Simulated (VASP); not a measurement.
Here is a VASP 6.6.1 calculation.

File INCAR:

```
ALGO = Normal ; EDIFF = 1E-6
ENCUT = 520 ; GGA = PE
ISIF = 2 ; ISMEAR = -1
LASPH = T ; LCHARG = T
LELF = T ; LREAL = F
LVHAR = T ; LWAVE = F
NBANDS = 9 ; NELM = 80
PREC = Accurate ; SIGMA = 0.13605693000000002
```

The input KPOINTS:

```
k-points
0
Gamma
  12 12 12
```

Contents of POSCAR:

```
Se
1.0
    2.8370086867      0.0000000000      0.0000000000
    0.0000000000      2.8370086867      0.0000000000
    0.0000000000      0.0000000000      2.8370086867
Se
1
Direct
    0.0000000000      0.0000000000      0.0000000000
```

Potentials or basis: VASP PAW PBE potentials, release 64 (Se).

Run with:

```console
$ cat potpaw_PBE.64/Se/POTCAR > POTCAR
$ mpirun -np 1 vasp_std > vasp.out
```

Estimate the pressure.

-0.3 GPa.

Predict the band gap on the k mesh.

zero (band 3 reaches 7.33 eV, above the bottom of band 4 at 1.29 eV).
